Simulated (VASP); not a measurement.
# GaN (P6_3mc) in VASP: a series of runs

GaN is run at these levels: r2SCAN, PBE; tasks: single point.

Program: VASP 6.6.1. These are calculated values, not measurements. Logs are shortened: lines on timing, memory, paths and dates and some standing lists are left out, and cuts for length are marked.

**The experiment to reproduce.**

“Studying electronic properties in GaN without electrical contacts using γ-γ vs e−-γ Perturbed Angular Correlations”, 2019, pmc:6823545 quotes, for a bulk crystal of GaN: band gap 3.503 ± 0.005 eV (direct).

The runs below are set against these values where they give the same quantity.

### 1 The cell of the first run

It takes space group P6_3mc (No. 186, hexagonal). Conventional cell: a = 3.246 Å, b = 3.246 Å, c = 5.285 Å, α = 90.00°, β = 90.00°, γ = 120.00°. Within 2.6 Å of Ga (site symmetry 3m) lie 4 N at 1.98 to 1.99 Å. N (site symmetry 3m) has 4 Ga at 1.98 to 1.99 Å within 2.6 Å.

### 2 Single point, r2SCAN (volume changed by +6%)

Contents of POSCAR:

```
GaN
1.0
    3.2455801200      0.0000000000      0.0000000000
   -1.6227900600      2.8107548340      0.0000000000
    0.0000000000      0.0000000000      5.2852910756
Ga N
2 2
Direct
    0.3333333333      0.6666666667     -0.0008868499
    0.6666666667      0.3333333333      0.4991131501
    0.3333333333      0.6666666667      0.3758868499
    0.6666666667      0.3333333333      0.8758868499
```

Contents of INCAR.step1:

```
PREC     = Accurate       # precision mode
ENCUT    = 520            # plane-wave cutoff, eV
ISMEAR   = 0              # smearing method
SIGMA    = 0.01           # smearing width, eV
LREAL    = F              # projectors in reciprocal space
LASPH    = T              # aspherical terms in the spheres
NELM     = 60             # most SCF steps
NBANDS   = 26             # bands
GGA      = PE             # functional
ALGO     = Normal         # electronic algorithm
EDIFF    = 1E-4           # SCF threshold, eV
LWAVE    = T              # write WAVECAR
LCHARG   = F              # write CHGCAR
```

Contents of INCAR.step2:

```
PREC     = Accurate       # precision mode
ENCUT    = 520            # plane-wave cutoff, eV
EDIFF    = 1E-7           # SCF threshold, eV
ISMEAR   = 0              # smearing method
SIGMA    = 0.01           # smearing width, eV
LREAL    = F              # projectors in reciprocal space
LASPH    = T              # aspherical terms in the spheres
NELM     = 60             # most SCF steps
ALGO     = Normal         # electronic algorithm
ISIF     = 2              # what is computed and relaxed
LWAVE    = F              # write WAVECAR
LCHARG   = F              # write CHGCAR
METAGGA  = R2SCAN         # meta-GGA
LMIXTAU  = T            
NBANDS   = 26             # bands
ISTART   = 1
```

Contents of KPOINTS:

```
regular mesh
0
Gamma
  9 9 4
```

Potentials or basis: VASP PAW PBE potentials, release 64 (Ga_d, N).

Run with:

```sh
$ cat potpaw_PBE.64/Ga_d/POTCAR potpaw_PBE.64/N/POTCAR > POTCAR
$ cp INCAR.step1 INCAR
$ mpirun -np 1 vasp_std > vasp.out
$ cp INCAR.step2 INCAR
$ mpirun -np 1 vasp_std > vasp.out
```

OUTCAR:

```text
PREC = Accurate
   ENCUT = 520
   EDIFF = 1E-7
   ISMEAR = 0
   LREAL = F
   LASPH = T
   NELM = 60
   ISIF = 2
   METAGGA = R2SCAN
   ISTART = 1

 ion  position               nearest neighbor table
   1  0.333  0.667  0.999-   4 1.98   4 1.98   4 1.98   3 1.99
   2  0.667  0.333  0.499-   3 1.98   3 1.98   3 1.98   4 1.99
   3  0.333  0.667  0.376-   2 1.98   2 1.98   2 1.98   1 1.99
   4  0.667  0.333  0.876-   1 1.98   1 1.98   1 1.98   2 1.99

  LATTYP: Found a hexagonal cell.
 ALAT       =     3.2455801200
 C/A-ratio  =     1.6284580507

  Lattice vectors:

 A1 = (   3.2455801200,   0.0000000000,   0.0000000000)
 A2 = (  -1.6227900600,   2.8107548340,   0.0000000000)
 A3 = (   0.0000000000,   0.0000000000,   5.2852910756)

Analysis of symmetry for initial positions (statically):
=====================================================================
 Subroutine PRICEL returns:
 Original cell was already a primitive cell.

 Routine SETGRP: Setting up the symmetry group for a
 hexagonal supercell.

 Subroutine GETGRP returns: Found 12 space group operations
 (whereof  6 operations were pure point group operations)
 out of a pool of 24 trial point group operations.

The static configuration has the point symmetry C_3v.
 The point group associated with its full space group is C_6v.

Analysis of symmetry for dynamics (positions and initial velocities):
=====================================================================
 Subroutine PRICEL returns:
 Original cell was already a primitive cell.

 Routine SETGRP: Setting up the symmetry group for a
 hexagonal supercell.

 Subroutine GETGRP returns: Found 12 space group operations
 (whereof  6 operations were pure point group operations)
 out of a pool of 24 trial point group operations.

The dynamic configuration has the point symmetry C_3v.
 The point group associated with its full space group is C_6v.

 Subroutine INISYM returns: Found 12 space group operations
 (whereof  6 operations are pure point group operations),
 and found     1 'primitive' translations

----------------------------------------------------------------------------------------

                                     Primitive cell

  volume of cell :      48.2152

  direct lattice vectors                    reciprocal lattice vectors
     3.245580120  0.000000000  0.000000000     0.308111328  0.177888158  0.000000000
    -1.622790060  2.810754834  0.000000000     0.000000000  0.355776316  0.000000000
     0.000000000  0.000000000  5.285291076     0.000000000  0.000000000  0.189204338

  length of vectors
     3.245580120  3.245580120  5.285291076     0.355776316  0.355776316  0.189204338

  position of ions in fractional coordinates (direct lattice)
     0.333333333  0.666666667  0.999113150
     0.666666667  0.333333333  0.499113150
     0.333333333  0.666666667  0.375886850
     0.666666667  0.333333333  0.875886850

  ion indices of the primitive-cell ions
   primitive index   ion index
                 1           1
                 2           2
                 3           3
                 4           4

----------------------------------------------------------------------------------------

 KPOINTS: regular mesh

Automatic generation of k-mesh.
 Grid dimensions read from file:
 generate k-points for:    9    9    4

 Generating k-lattice:

  Cartesian coordinates                     Fractional coordinates (reciprocal lattice)
     0.034234592  0.019765351  0.000000000     0.111111111  0.000000000  0.000000000
     0.000000000  0.039530702  0.000000000     0.000000000  0.111111111  0.000000000
     0.000000000  0.000000000  0.047301085     0.000000000  0.000000000  0.250000000

  Length of vectors
     0.039530702  0.039530702  0.047301085

  Shift w.r.t. Gamma in fractional coordinates (k-lattice)
     0.000000000  0.000000000  0.000000000

 Subroutine IBZKPT returns following result:
 ===========================================

 Found     36 irreducible k-points:

 Following reciprocal coordinates:
            Coordinates               Weight
  0.000000  0.000000  0.000000      1.000000
  0.111111  0.000000  0.000000      6.000000
  0.222222  0.000000  0.000000      6.000000
  0.333333  0.000000  0.000000      6.000000
  0.444444  0.000000  0.000000      6.000000
  0.111111  0.111111  0.000000      6.000000
[... 16 lines left out ...]
  0.333333  0.222222  0.250000     24.000000
  0.333333  0.333333  0.250000      4.000000
 [... further k-points ...]
   k-points           NKPTS =     36   k-points in BZ     NKDIM =     36   number of bands    NBANDS=     26
   number of dos      NEDOS =    301   number of ions     NIONS =      4
   total plane-waves  NPLWV =  23040
   dimension x,y,z NGX =    24 NGY =   24 NGZ =   40
   dimension x,y,z NGXF=    48 NGYF=   48 NGZF=   80
   ions per type =               2   2
   NGX,Y,Z   is equivalent  to a cutoff of  12.29, 12.29, 12.58 a.u.
[... 32 lines left out ...]
  volume/ion in A,a.u.               =      12.05        81.34
  Fermi-wavevector in a.u.,A,eV,Ry     =   1.485186  2.806595 30.011435  2.205778
  Thomas-Fermi vector in A             =   2.598629
   LORBIT       =      0    0 simple, 1 ext, 2 COOP (PROOUT), +10 PAW based schemes
   METAGGA = R2SCAN    functional components
   LHFCALC =     F    Hartree Fock is set to
   AEXX    =    0.0000 exact exchange contribution
   IVDW    =     0    specifies the selected vdW correction
   LEPSILON=     F    determine dielectric tensor
   LRPA    =     F    only Hartree local field effects (RPA)
 non-spin polarized calculation
 Gauss-broadening in eV      SIGMA  =   0.01
  energy-cutoff  :      520.00
  volume of cell :       48.22
 maximum number of plane-waves:      1320
   NGX = 13   NGY = 13   NGZ = 19

 number of electron      35.9999978 magnetization

 Free energy of the ion-electron system (eV)
  ---------------------------------------------------
  ext. energy  EPLUGINS =         0.00000000
  ---------------------------------------------------
  free energy    TOTEN  =       -43.74923103 eV

  energy without entropy =      -43.74923103  energy(sigma->0) =      -43.74923103

 E-fermi :   4.5760     XC(G=0): -12.3236

 val. band max:        4.4863336118   @ k =   0.0000   0.0000   0.0000
 cond. band min:       6.4257597496   @ k =   0.0000   0.0000   0.0000
 fundamental gap:      1.9394261379
 Fermi energy:         4.5759799183

 k-point     1 :       0.0000    0.0000    0.0000
  band No.  band energies     occupation
      1     -11.8383      2.00000
      2     -11.0117      2.00000
      3      -9.3166      2.00000
      4      -9.3024      2.00000
      5      -9.3024      2.00000
      6      -9.2453      2.00000
[... 18 lines left out ...]
     25      16.5220      0.00000
     26      16.5221      0.00000

 k-point     2 :       0.1111    0.0000    0.0000
  band No.  band energies     occupation
      1     -11.7311      2.00000
      2     -10.9839      2.00000
      3      -9.3047      2.00000
      4      -9.2871      2.00000
      5      -9.2591      2.00000
      6      -9.2308      2.00000
[... 18 lines left out ...]
     25      16.0699      0.00000
     26      16.7847      0.00000

 k-point     3 :       0.2222    0.0000    0.0000
  band No.  band energies     occupation
      1     -11.4657      2.00000
      2     -10.9245      2.00000
      3      -9.2728      2.00000
      4      -9.2554      2.00000
      5      -9.1962      2.00000
      6      -9.1715      2.00000
[... 18 lines left out ...]
     25      16.3105      0.00000
     26      17.3591      0.00000

 k-point     4 :       0.3333    0.0000    0.0000
  band No.  band energies     occupation
      1     -11.1917      2.00000
      2     -10.8763      2.00000
      3      -9.2506      2.00000
      4      -9.2352      2.00000
      5      -9.1521      2.00000
      6      -9.1138      2.00000
[... 18 lines left out ...]
     25      16.5253      0.00000
     26      17.9363      0.00000
[... 496 lines left out ...]
      1     -11.0241      2.00000
      2     -10.8714      2.00000
      3      -9.2394      2.00000
      4      -9.2118      2.00000
      5      -9.1590      2.00000
      6      -9.1391      2.00000
[... 18 lines left out ...]
     25      16.2478      0.00000
     26      18.1608      0.00000

 k-point    23 :       0.3333    0.2222    0.2500
  band No.  band energies     occupation
      1     -10.9282      2.00000
      2     -10.8577      2.00000
      3      -9.2469      2.00000
      4      -9.1930      2.00000
      5      -9.1521      2.00000
      6      -9.1126      2.00000
[... 18 lines left out ...]
     25      17.1177      0.00000
     26      18.2053      0.00000

 k-point    24 :       0.3333    0.3333    0.2500
  band No.  band energies     occupation
      1     -10.8752      2.00000
      2     -10.8752      2.00000
      3      -9.2552      2.00000
      4      -9.1580      2.00000
      5      -9.1580      2.00000
      6      -9.1106      2.00000
[... 18 lines left out ...]
     25      18.0970      0.00000
     26      18.2508      0.00000

 [... further k-points ...]
[... 5 lines left out ...]
  --------------------------------------------------------------------------------------
  -------------------------------------------------------------------------------------
  Total       -2.7740425     -2.7740425     -2.7344242      0.0000000      0.0000000      0.0000000
  in kB      -92.1805894    -92.1805894    -90.8640869      0.0000000      0.0000000      0.0000000
  external PRESSURE =     -91.7417552 kB  Pullay stress =       0.0000000 kB

 VOLUME and BASIS-vectors are now :
 -----------------------------------------------------------------------------
  energy-cutoff  :      520.00
  volume of cell :       48.22
      direct lattice vectors                 reciprocal lattice vectors
     3.245580120  0.000000000  0.000000000     0.308111328  0.177888158  0.000000000
    -1.622790060  2.810754834  0.000000000     0.000000000  0.355776316  0.000000000
     0.000000000  0.000000000  5.285291076     0.000000000  0.000000000  0.189204338

 POSITION                                       TOTAL-FORCE (eV/Angst)
 -----------------------------------------------------------------------------------
     -0.00000      1.87384      5.28060        -0.000000      0.000000     -0.004862
      1.62279      0.93692      2.63796         0.000000     -0.000000     -0.004862
     -0.00000      1.87384      1.98667         0.000000     -0.000000      0.004862
      1.62279      0.93692      4.62932         0.000000      0.000000      0.004862
 -----------------------------------------------------------------------------------
    total drift:                                0.000002      0.000003      0.010016

  FREE ENERGIE OF THE ION-ELECTRON SYSTEM (eV)
  ---------------------------------------------------
  free  energy   TOTEN  =       -43.7492310304 eV

  energy  without entropy=      -43.7492310304  energy(sigma->0) =      -43.74923103
```

Wall time 2 min (1 thread of AMD EPYC 9R45 (Zen 5), shared host); peak memory 0.16 GiB.

What came out:

| Item | Value |
| --- | --- |
| Free energy | -43.7492 eV |
| Pressure | -9.2 GPa |
| Largest force | 0.005 eV/Å |
| Band gap on the k mesh | 1.94 eV, direct |

Forces on the atoms (eV/Å):
```
Ga   0.000  0.000 -0.005
Ga   0.000  0.000 -0.005
N    0.000  0.000  0.005
N    0.000  0.000  0.005
```

Stress tensor (GPa, compression positive):
```
-9.22  0.00  0.00
 0.00 -9.22  0.00
 0.00  0.00 -9.09
```

Caveat: the cell differs from its parent crystal (volume changed by +6%); the PAW data sets were made with another functional, which shifts forces and pressure a little.

### 3 Single point, PBE

This run uses another cell than the first one, of 11.37 Å³/atom, 0.943 times its volume.

Contents of INCAR:

```
SYSTEM = GaN
PREC     = Accurate       ! precision mode
ENCUT    = 520            ! plane-wave cutoff, eV
EDIFF    = 1E-6           ! SCF threshold, eV
ISMEAR   = 0              ! smearing method
SIGMA    = 0.01           ! smearing width, eV
LREAL    = .FALSE.        ! projectors in reciprocal space
LASPH    = .TRUE.         ! aspherical terms in the spheres
NELM     = 80             ! most SCF steps
ALGO     = Normal         ! electronic algorithm
ISIF     = 2              ! what is computed and relaxed
LWAVE    = .FALSE.        ! write WAVECAR
LCHARG   = .TRUE.         ! write CHGCAR
GGA      = PE             ! functional
LELF     = .TRUE.         ! ELF
LVHAR    = .TRUE.       
NBANDS   = 26             ! bands
```

Contents of KPOINTS:

```
Automatic mesh
0
G
  12 12 6
  0 0 0
```

Contents of POSCAR:

```
GaN
1.0
    3.1831495727      0.0000000000      0.0000000000
   -1.5915747864      2.7566883940      0.0000000000
    0.0000000000      0.0000000000      5.1836255482
Ga N
2 2
Direct
    0.3333333333      0.6666666667     -0.0008868499
    0.6666666667      0.3333333333      0.4991131501
    0.3333333333      0.6666666667      0.3758868499
    0.6666666667      0.3333333333      0.8758868499
```

Potentials or basis: VASP PAW PBE potentials, release 64 (Ga_d, N).

Run with:

```sh
$ cat potpaw_PBE.64/Ga_d/POTCAR potpaw_PBE.64/N/POTCAR > POTCAR
$ mpirun -np 1 vasp_std > vasp.out
```

Run time: 50 s. Hardware: 1 thread of AMD EPYC 9R45 (Zen 5), shared host; peak memory 0.18 GiB.

The run converged. Its results:

- Free energy: -24.2973 eV
- Pressure: 6.3 GPa
- Largest force: 0.005 eV/Å
- Band gap on the k mesh: 1.94 eV, direct

Forces on the atoms (eV/Å):
```
Ga   0.000  0.000  0.005
Ga   0.000  0.000  0.005
N    0.000  0.000 -0.005
N    0.000  0.000 -0.005
```

Stress tensor (GPa, compression positive):
```
6.24 0.00 0.00
0.00 6.24 0.00
0.00 0.00 6.37
```

Levels at points of the mesh, in eV from the valence-band top:
| k point | band 14 | band 15 | band 16 | band 17 | band 18 | band 19 | band 20 | band 21 | band 22 | band 23 |
| --- | --- | --- | --- | --- | --- | --- | --- | --- | --- | --- |
| (0.00, 0.00, 0.00) | -1.04 | -1.04 | -0.04 | 0.00 | 0.00 | 1.94 | 4.28 | 9.22 | 9.92 | 9.92 |
| (0.50, 0.00, 0.00) | -5.30 | -4.21 | -2.75 | -2.21 | -1.00 | 5.08 | 5.59 | 6.06 | 8.62 | 10.38 |
| (0.00, 0.00, 0.50) | -3.85 | -0.53 | -0.53 | -0.53 | -0.53 | 4.28 | 4.28 | 8.49 | 8.49 | 10.44 |
| (0.50, 0.00, 0.50) | -6.62 | -1.95 | -1.95 | -1.90 | -1.90 | 4.42 | 4.42 | 7.79 | 7.79 | 9.99 |

### 4 Single point, r2SCAN

This run uses another cell than the first one, of 11.37 Å³/atom, 0.943 times its volume.

POSCAR is that of step 3.

Contents of INCAR.step1:

```
  PREC = Accurate
  ENCUT = 520
  ISMEAR = 0
  SIGMA = 0.01
  LREAL = False
  LASPH = True
  NELM = 100
  NBANDS = 26
  GGA = PE
  ALGO = Normal
  EDIFF = 1E-4
  LWAVE = True
  LCHARG = False
```

Contents of INCAR.step2:

```
  PREC = Accurate
  ENCUT = 520
  EDIFF = 1E-6
  ISMEAR = 0
  SIGMA = 0.01
  LREAL = False
  LASPH = True
  NELM = 100
  ALGO = Normal
  ISIF = 2
  LWAVE = False
  LCHARG = True
  METAGGA = R2SCAN
  LMIXTAU = True
  LELF = True
  LVHAR = True
  NBANDS = 26
  ISTART = 1
```

Contents of KPOINTS:

```
regular mesh
0
Gamma
  12 12 6
```

Run with:

```sh
$ cat potpaw_PBE.64/Ga_d/POTCAR potpaw_PBE.64/N/POTCAR > POTCAR
$ cp INCAR.step1 INCAR
$ mpirun -np 1 vasp_std > vasp.out
$ cp INCAR.step2 INCAR
$ mpirun -np 1 vasp_std > vasp.out
```

Wall time 3.4 min (1 thread of AMD EPYC 9R45 (Zen 5), shared host); peak memory 0.19 GiB.

Results (log left out):

```
Free energy            : -43.8209 eV
Pressure               : 1.1 GPa
Largest force          : 0.005 eV/Å
Band gap on the k mesh : 2.34 eV, direct
```

Forces in eV/Å, atoms in the order of the input:
```
Ga   0.000  0.000  0.005
Ga   0.000  0.000  0.005
N    0.000  0.000 -0.005
N    0.000  0.000 -0.005
```

Stress tensor (GPa, compression positive):
```
1.11 0.00 0.00
0.00 1.11 0.00
0.00 0.00 0.99
```

Levels at points of the mesh, in eV from the valence-band top:
| k point | band 14 | band 15 | band 16 | band 17 | band 18 | band 19 | band 20 | band 21 | band 22 | band 23 |
| --- | --- | --- | --- | --- | --- | --- | --- | --- | --- | --- |
| (0.00, 0.00, 0.00) | -1.07 | -1.07 | -0.04 | 0.00 | 0.00 | 2.34 | 4.81 | 9.96 | 10.59 | 10.59 |
| (0.50, 0.00, 0.00) | -5.39 | -4.30 | -2.84 | -2.24 | -1.03 | 5.58 | 6.12 | 6.55 | 9.35 | 11.06 |
| (0.00, 0.00, 0.50) | -3.93 | -0.55 | -0.55 | -0.55 | -0.55 | 4.77 | 4.77 | 9.18 | 9.18 | 11.11 |
| (0.50, 0.00, 0.50) | -6.72 | -2.01 | -2.01 | -1.95 | -1.95 | 4.89 | 4.89 | 8.42 | 8.42 | 10.76 |

Caveat: the PAW data sets were made with another functional, which shifts forces and pressure a little.

### 5 Summary

| level | cell | k mesh | gap on the mesh (eV) | pressure (GPa) |
| --- | --- | --- | --- | --- |
| r2SCAN | a = 3.246, b = 3.246, c = 5.285 Å, angles 90.0, 90.0, 120.0°, 4 atoms | 9 × 9 × 4 | 1.94 | -9.2 |
| PBE | a = 3.183, b = 3.183, c = 5.184 Å, angles 90.0, 90.0, 120.0°, 4 atoms | 12 × 12 × 6 | 1.94 | 6.3 |
| r2SCAN | a = 3.183, b = 3.183, c = 5.184 Å, angles 90.0, 90.0, 120.0°, 4 atoms | 12 × 12 × 6 | 2.34 | 1.1 |

Alike in all rows: task single point; potentials or basis VASP PAW PBE potentials, release 64 (Ga_d, N); no spin polarisation; cutoff (eV) 520; smearing gaussian 0.01 eV.

Caveats: the PAW data sets were made with another functional, which shifts forces and pressure a little (some runs).

Absolute energies hang on the potentials; compare differences alone.

### 6 How close it comes

Step 4. Measured gap of GaN: 3.503 eV (direct; quoted in “Studying electronic properties in GaN without electrical contacts using γ-γ vs e−-γ Perturbed Angular Correlations”, 2019, pmc:6823545). This calculation gives 2.34 eV (-1.16 eV). Spin-orbit coupling on Ga is left out. The value is that of r2SCAN, without temperature or zero-point motion.
